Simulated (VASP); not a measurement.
Here is a VASP 6.6.1 calculation.

File INCAR:

```
SYSTEM = Sb
ALGO = Normal
EDIFF = 1E-8
ENCUT = 520
GGA = PE
ISIF = 2
ISMEAR = -1
LASPH = .TRUE.
LCHARG = .FALSE.
LEFG = .TRUE.
LREAL = .FALSE.
LWAVE = .FALSE.
NBANDS = 8
NELM = 60
PREC = Accurate
SIGMA = 0.05
```

The input KPOINTS:

```
k-points
0
G
  12 12 12
  0 0 0
```

Contents of POSCAR:

```
Sb
1.0
   -0.0230500000      2.3050000000      2.3050000000
    2.3050000000     -0.0230500000      2.3050000000
    2.2819500000      2.2819500000      0.0000000000
Sb
1
Direct
    0.0000000000      0.0000000000      0.0000000000
```

Potentials or basis: VASP PAW PBE potentials, release 64 (Sb).

Command:

```sh
$ cat potpaw_PBE.64/Sb/POTCAR > POTCAR
$ mpirun -np 1 vasp_std > vasp.out
```

Q: What does it give for the pressure?

A: 8.7 GPa.

Stress tensor (GPa, compression positive):
```
8.57 0.23 0.00
0.23 8.57 0.00
0.00 0.00 8.96
```

Caveat: the cell differs from its parent crystal (xy shear strain of -2 %); without QUAD_EFG the Cq values of the log hold for a quadrupole moment of 1 mb, not for the nuclei.
